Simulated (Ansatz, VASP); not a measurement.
**Two plane-wave programs on Al2O3**

Contents of INCAR:

```
SYSTEM = Al2O3
ALGO = Normal
EDIFF = 1E-7
ENCUT = 520
GGA = PE
ISIF = 2
ISMEAR = 0
IVDW = 12
LASPH = .True.
LCHARG = .False.
LREAL = .False.
LWAVE = .False.
NBANDS = 20
NELM = 100
PREC = Accurate
SIGMA = 0.05
```

KPOINTS

```
k-points
0
Gamma
  9 9 4
  0 0 0
```

Contents of POSCAR:

```
Al2O3
1.0
    2.9245000000      0.0000000000      0.0000000000
   -1.4622500000      2.5326912934      0.0000000000
    0.0000000000      0.0000000000      6.6396000000
Al O
2 3
Direct
    0.0000000000      0.0000000000      0.1907358529
    0.0000000000      0.0000000000      0.8092641471
    0.3333333333      0.6666666667      0.2840924954
    0.6666666667      0.3333333333      0.0000000000
    0.3333333333      0.6666666667      0.7159075046
```

Input for Ansatz:

```yaml
crystal:
  lattice:
    - [2.9245, 0.0, 0.0]
    - [-1.46225, 2.5326912934, 0.0]
    - [0.0, 0.0, 6.6396]
  atoms:
    - { symbol: Al, position: [0.0, 0.0, 0.1907358529] }
    - { symbol: Al, position: [0.0, 0.0, 0.8092641471] }
    - { symbol: O, position: [0.3333333333, 0.6666666667, 0.2840924954] }
    - { symbol: O, position: [0.6666666667, 0.3333333333, 0.0] }
    - { symbol: O, position: [0.3333333333, 0.6666666667, 0.7159075046] }
basis:
  ecutwfc: 520.0
kpoints:
  mp_grid: { grid: [9, 9, 4] }
hamiltonian:
  xc: pbe
  pseudopotentials: { kind: paw, azcp: { folder: soft_1 } }
  dispersion: d3bj
scf:
  occupations: { method: gaussian, width: 0.05 }
output:
  forces: true
  stress: true
  eigenvalues: true
```

Alike in both runs: task single point; functional PBE; dispersion D3(BJ); k mesh 9 × 9 × 4; occupations gaussian, width 0.05 eV; no spin polarisation.

|  | VASP | Ansatz |
| --- | --- | --- |
| version | VASP 6.6.1 | Ansatz 0.2.0 |
| potentials or method | VASP PAW PBE potentials, release 64 (Al, O), cutoff 520 eV | scalar-relativistic, plane waves, PAW |
| valence electrons in the cell | 24 | 24 |

```csv
,VASP,Ansatz,Ansatz less VASP
gap on the k mesh at the Fermi level (eV),3.64,3.66,+0.024
least direct gap on the mesh (eV),3.73,3.75,+0.023
pressure (GPa),4.6,4.6,-0.04
"traceless stress, the component that is largest in VASP (GPa)",21.92,22.20,+0.273
rms of the force components (eV/Å),0.683,0.675,-0.0078
```

Atom by atom the forces differ by 0.015 eV/Å (rms over components).
